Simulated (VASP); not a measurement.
# Si3Ge (P-6m2) in VASP: notebook, part 2 of 2

VASP 6.6.1.

### 3 Single point, PBE

This run uses another cell than the first one, of 16.60 Å³/atom.

File INCAR:

```
ALGO = Normal
EDIFF = 1E-6
ENCUT = 500
GGA = PE
GGA_COMPAT = F
ISIF = 2
ISMEAR = 0
LASPH = T
LCHARG = T
LELF = T
LREAL = F
LVHAR = T
LWAVE = F
NBANDS = 21
NELM = 120
PREC = Accurate
SIGMA = 0.1
```

File KPOINTS:

```
k-points
0
Gamma
  6 6 2
```

File POSCAR:

```
Si3Ge
1.0
    2.6507902280      0.0000000028      0.0000000000
   -1.3253951164      2.2956516761      0.0000000000
    0.0000000000      0.0000000000     10.9146045709
Si Ge
3 1
Direct
    0.3333333333      0.6666666667      0.7621884393
    0.3333333333      0.6666666667      0.2378115607
    0.6666666667      0.3333333333      0.0000000000
    0.6666666667      0.3333333333      0.5000000000
```

Potentials or basis: VASP PAW PBE potentials, release 64 (Si, Ge_d).

Run with:

```sh
> cat potpaw_PBE.64/Si/POTCAR potpaw_PBE.64/Ge_d/POTCAR > POTCAR
> mpirun -np 1 vasp_std > vasp.out
```

OUTCAR:

```text
EDIFF = 1E-6
   ENCUT = 500
   GGA = PE
   ISIF = 2
   ISMEAR = 0
   LASPH = T
   LREAL = F
   NELM = 120
   PREC = Accurate

 ion  position               nearest neighbor table
   1  0.333  0.667  0.762-   3 3.01   3 3.01   3 3.01
   2  0.333  0.667  0.238-   3 3.01   3 3.01   3 3.01
   3  0.667  0.333  0.000-   1 3.01   2 3.01   1 3.01   2 3.01   1 3.01   2 3.01
   4  0.667  0.333  0.500-

  LATTYP: Found a hexagonal cell.
 ALAT       =     2.6507902280
 C/A-ratio  =     4.1174908733

  Lattice vectors:

 A1 = (   2.6507902280,   0.0000000028,   0.0000000000)
 A2 = (  -1.3253951164,   2.2956516761,   0.0000000000)
 A3 = (   0.0000000000,   0.0000000000,  10.9146045709)

Analysis of symmetry for initial positions (statically):
=====================================================================
 Subroutine PRICEL returns:
[... 159 lines left out ...]
  ext. energy  EPLUGINS =         0.00000000
  ---------------------------------------------------
  free energy    TOTEN  =       -18.62394919 eV

  energy without entropy =      -18.61537645  energy(sigma->0) =      -18.61966282

 E-fermi :   8.3524     XC(G=0): -10.9159

 val. band max:        8.3255278765   @ k =   0.1667   0.1667   0.0000
 cond. band min:       8.6665493758   @ k =   0.3333   0.1667   0.5000
 fundamental gap:      0.3410214994
 Fermi energy:         8.3523748710

 k-point     1 :       0.0000    0.0000    0.0000
  band No.  band energies     occupation
      1     -16.6060      2.00000
      2     -16.5374      2.00000
      3     -16.5374      2.00000
      4     -16.4053      2.00000
      5     -16.4053      2.00000
      6      -5.3464      2.00000
[... 325 lines left out ...]
     20      11.4449      0.00000
     21      11.7743      0.00000

------------------------ aborting loop because EDIFF is reached ----------------------------------------

  FORCE on cell =-STRESS in cart. coord.  units (eV):
  Direction    XX          YY          ZZ          XY          YZ          ZX
  --------------------------------------------------------------------------------------
  -------------------------------------------------------------------------------------
  Total       -0.0031538     -0.0031538      0.0321661     -0.0000000     -0.0000000      0.0000000
  in kB       -0.0760776     -0.0760776      0.7759245     -0.0000000     -0.0000000      0.0000000
  external PRESSURE =       0.2079231 kB  Pullay stress =       0.0000000 kB

 VOLUME and BASIS-vectors are now :
 -----------------------------------------------------------------------------
  energy-cutoff  :      500.00
  volume of cell :       66.42
      direct lattice vectors                 reciprocal lattice vectors
     2.650790228  0.000000003  0.000000000     0.377245996  0.217803078  0.000000000
    -1.325395116  2.295651676  0.000000000    -0.000000000  0.435606155  0.000000000
     0.000000000  0.000000000 10.914604571     0.000000000  0.000000000  0.091620360

 POSITION                                       TOTAL-FORCE (eV/Angst)
 -----------------------------------------------------------------------------------
     -0.00000      1.53043      8.31899        -0.000000      0.000000     -0.000068
     -0.00000      1.53043      2.59562        -0.000000      0.000000      0.000068
      1.32540      0.76522      0.00000        -0.000000      0.000000      0.000000
      1.32540      0.76522      5.45730         0.000000     -0.000000      0.000000
 -----------------------------------------------------------------------------------
    total drift:                                0.000000     -0.000000      0.000000

  FREE ENERGIE OF THE ION-ELECTRON SYSTEM (eV)
  ---------------------------------------------------
  free  energy   TOTEN  =       -18.6239491856 eV

  energy  without entropy=      -18.6153764472  energy(sigma->0) =      -18.61966282
```

OSZICAR:

```text
N       E                     dE             d eps       ncg     rms          rms(c)
DAV:   1     0.144594347441E+03    0.14459E+03   -0.11719E+04   715   0.218E+03
DAV:   2     0.976809788825E+00   -0.14362E+03   -0.13728E+03   631   0.551E+02
DAV:   3    -0.182343632611E+02   -0.19211E+02   -0.18892E+02   720   0.983E+01
DAV:   4    -0.187408428377E+02   -0.50648E+00   -0.50608E+00   726   0.170E+01
DAV:   5    -0.187511349771E+02   -0.10292E-01   -0.10291E-01   775   0.278E+00    0.445E+00
DAV:   6    -0.186595678076E+02    0.91567E-01   -0.16506E-01   805   0.278E+00    0.253E+00
DAV:   7    -0.186247684996E+02    0.34799E-01   -0.61433E-02   708   0.144E+00    0.361E-01
DAV:   8    -0.186239668620E+02    0.80164E-03   -0.64108E-03   751   0.472E-01    0.164E-01
DAV:   9    -0.186239587970E+02    0.80650E-05   -0.37986E-04   742   0.156E-01    0.883E-02
DAV:  10    -0.186239548390E+02    0.39579E-05   -0.69845E-05   751   0.795E-02    0.202E-02
DAV:  11    -0.186239491994E+02    0.56396E-05   -0.90185E-06   789   0.363E-02    0.538E-03
DAV:  12    -0.186239491856E+02    0.13763E-07   -0.59260E-07   477   0.767E-03
   1 F= -.18623949E+02 E0= -.18619663E+02  d E =-.857274E-02
```

stdout:

```text
POSCAR found type information on POSCAR SiGe
 POSCAR found :  2 types and       4 ions
 scaLAPACK will be used
 LDA part: xc-table for (Slater+PW92), standard interpolation
 POSCAR, INCAR and KPOINTS ok, starting setup
 FFT: planning ... GRIDC
 FFT: planning ... GRID_SOFT
 FFT: planning ... GRID
 WAVECAR not read
 entering main loop
```

It took 26 s on 1 thread of Intel Xeon Platinum 8375C at 2.90GHz (Ice Lake), shared host; peak memory 0.17 GiB.

What came out:

- Free energy: -18.6239 eV
- Pressure: 0.0 GPa
- Band gap on the k mesh: zero (bands 13 and 14 overlap by 7.69 eV)

Stress tensor (GPa, compression positive):
```
-0.01  0.00  0.00
 0.00 -0.01  0.00
 0.00  0.00  0.08
```

Caveat: the k points lie up to 0.46 Å⁻¹ apart, too coarse for converged energies and pressures of a metal.

### 4 Relaxation of cell and atoms, PBE

File INCAR:

```
SYSTEM = Si3Ge
  PREC = Accurate
  ENCUT = 500
  EDIFF = 1E-7
  ISMEAR = 0
  SIGMA = 0.1
  LREAL = .FALSE.
  LASPH = .TRUE.
  NELM = 120
  ALGO = Normal
  ISIF = 3
  LWAVE = .FALSE.
  LCHARG = .FALSE.
  GGA = PE
  IBRION = 2
  NSW = 90
  EDIFFG = -0.04
  GGA_COMPAT = .FALSE.
  NELMIN = 4
```

File KPOINTS:

```
regular mesh
0
G
  6 6 2
  0 0 0
```

File POSCAR:

```
Si3Ge
1.0
    2.7223847300      0.0000000000      0.0000000000
   -1.3611923700      2.3576543400      0.0000000000
    0.0000000000      0.0000000000     10.1071979700
Si Ge
3 1
Direct
    0.3333333300      0.6666666700      0.7500000000
    0.3333333300      0.6666666700      0.2500000000
    0.6666666700      0.3333333300      0.0000000000
    0.6666666700      0.3333333300      0.5000000000
```

Run with:

```sh
> cat potpaw_PBE.64/Si/POTCAR potpaw_PBE.64/Ge_d/POTCAR > POTCAR
> mpirun -np 1 vasp_std > vasp.out
```

Wall time 3.2 min (1 thread of Intel Xeon Platinum 8375C at 2.90GHz (Ice Lake), shared host); peak memory 0.18 GiB.

It converged, with:

| Quantity | Value |
| --- | --- |
| Free energy | -18.6223 eV |
| Relaxed volume | 16.63 Å³/atom |
| Relaxed cell | a = 2.651 Å, b = 2.651 Å, c = 10.925 Å, α = 90.00°, β = 90.00°, γ = 120.00° |
| Space group after relaxing (to 0.1 Å) | P-6m2 (No. 187) |
| Energy gained by relaxing | 58.6 meV/atom |
| Ionic steps | 14 |
| Pressure after relaxing | -0.1 GPa |
| Largest force after relaxing | 0.020 eV/Å |

Forces on the atoms (eV/Å):
```
Si   0.000  0.000  0.020
Si   0.000  0.000 -0.020
Si   0.000  0.000  0.000
Ge   0.000  0.000  0.000
```

Stress tensor (GPa, compression positive):
```
-0.03  0.00  0.00
 0.00 -0.03  0.00
 0.00  0.00 -0.28
```

Step by step:
```
step  energy change (eV)  largest force (eV/Å)  pressure (GPa)  volume (Å³)
   1              0.0000                0.4795            1.08        64.87
   2             -0.1116                0.3858            0.03        65.87
   3             -0.1548                0.1452           -0.67        68.52
   4             -0.2120                0.2684           -1.06        67.26
   5             -0.2137                0.2424           -1.05        67.52
   6             -0.2140                0.2540           -1.06        67.43
   7             -0.2244                0.1869            0.40        66.15
   8             -0.2246                0.1764            0.62        65.96
   9             -0.2317                0.0853            0.55        65.82
  10             -0.2318                0.0670            0.53        65.79
  11             -0.2338                0.0422            0.08        66.25
  12             -0.2342                0.0248           -0.26        66.59
  13             -0.2345                0.0182           -0.06        66.47
  14             -0.2345                0.0199           -0.11        66.50
```

Final structure:
```
CELL_PARAMETERS angstrom
2.65122 0.00000 0.00000
-1.32561 2.29602 0.00000
0.00000 0.00000 10.92484
ATOMIC_POSITIONS crystal
Si 0.33333 0.66667 0.76181
Si 0.33333 0.66667 0.23819
Si 0.66667 0.33333 0.00000
Ge 0.66667 0.33333 0.50000
```

Levels at points of the mesh, in eV from the Fermi level:
| k point | band 11 | band 12 | band 13 | band 14 | band 15 | band 16 |
| --- | --- | --- | --- | --- | --- | --- |
| (0.00, 0.00, 0.00) | -2.23 | -2.10 | 4.47 | 7.18 | 10.70 | 10.70 |
| (0.50, 0.00, 0.00) | -5.35 | -3.52 | -3.31 | -0.61 | 0.85 | 3.28 |
| (0.00, 0.00, 0.50) | -4.98 | 1.06 | 1.82 | 10.01 | 10.69 | 10.73 |
| (0.50, 0.00, 0.50) | -4.53 | -4.03 | -4.00 | 0.68 | 1.17 | 1.79 |

Caveat: the k points lie up to 0.46 Å⁻¹ apart in the final cell; the highest band is partly filled, so the run has too few bands.

### 5 Overview

```tsv
task	cell	gap on the mesh (eV)	pressure (GPa)	largest force (eV/Å)
single point	a = 2.722, b = 2.722, c = 10.107 Å, angles 90.0, 90.0, 120.0°, 4 atoms, atomic positions A	none	1.1	0.48
single point	a = 2.651, b = 2.651, c = 10.915 Å, angles 90.0, 90.0, 120.0°, 4 atoms, atomic positions B	none	0.0	-
relaxation of cell and atoms	relaxed from a = 2.722, b = 2.722, c = 10.107 Å, angles 90.0, 90.0, 120.0°, 4 atoms, atomic positions A	-	-0.1	0.02
```

Alike in all rows: level PBE; potentials or basis VASP PAW PBE potentials, release 64 (Si, Ge_d); no spin polarisation; k mesh 6 × 6 × 2; cutoff (eV) 500; smearing gaussian 0.1 eV.

Caveats: all runs use coarse meshes; the highest band is partly filled, so the run has too few bands (at least some runs).

Total energies depend on the potentials used, so only differences within one code and one set of settings carry meaning.

The gap in the log of VASP goes by the Fermi energy; the results here count the filled bands.